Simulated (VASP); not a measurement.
# V: relaxation of cell and atoms with PBE

Crystal: V.

```
V
1.0
    -1.50335    1.50335    1.50335
     1.50335   -1.50335    1.50335
     1.50335    1.50335   -1.50335
V
1
Direct
  0.00000 0.00000 0.00000
```

```json
{
 "Program": "VASP 6.6.1",
 "Task": "relaxation of cell and atoms",
 "Functional": "PBE",
 "Potentials or basis": "VASP PAW PBE potentials, release 64 (V_sv)",
 "Cutoff": "600 eV",
 "k mesh": "20 × 20 × 20",
 "Occupations": "gaussian, width 0.1 eV",
 "Spin": "no spin polarisation",
 "Target pressure": "-1 GPa",
 "Dipole correction": "no",
 "Further INCAR settings": "ALGO = Normal; EDIFF = 1e-07; IBRION = 2; EDIFFG = -0.008; NSW = 70; ISIF = 3"
}
```

The relaxed volume is 13.55 Å³/atom, the relaxed cell is a = 2.601 Å, b = 2.601 Å, c = 2.601 Å, α = 109.47°, β = 109.47°, γ = 109.47° and the space group after relaxing (to 0.05 Å) is Im-3m (No. 229). The energy change on relaxing (the enthalpy is what falls) is -0.4 meV/atom, the ionic steps are 3 and the pressure after relaxing is -1.0 GPa.

Step by step:
| step | energy change (eV) | largest force (eV/Å) | pressure (GPa) | volume (Å³) |
| --- | --- | --- | --- | --- |
| 1 | 0.0000 | 0.0000 | -1.57 | 13.59 |
| 2 | -0.0006 | 0.0000 | -0.31 | 13.50 |
| 3 | -0.0004 | 0.0000 | -1.00 | 13.55 |

Final structure:
```
CELL_PARAMETERS angstrom
-1.50172 1.50172 1.50172
1.50172 -1.50172 1.50172
1.50172 1.50172 -1.50172
ATOMIC_POSITIONS crystal
V 0.00000 0.00000 0.00000
```

Levels at points of the mesh, in eV from the Fermi level:
```
           k point  band 5  band 6  band 7  band 8  band 9  band 10
(0.00, 0.00, 0.00)   -6.57    0.41    0.41    0.41    2.41     2.41
(0.50, 0.00, 0.00)   -3.15   -1.12    1.62    2.41    2.76     4.08
(0.50, 0.50, 0.50)   -2.96   -2.96    3.69    3.69    3.69    10.15
```

It took 51 s on 1 thread of Intel(R) Xeon(R) Platinum 8259CL CPU @ 2.50GHz (Skylake/Cascade Lake), with other jobs on the host, peak memory 0.18 GiB.

Caveat: the cell is relaxed towards a set pressure, so the enthalpy falls and the energy may rise.
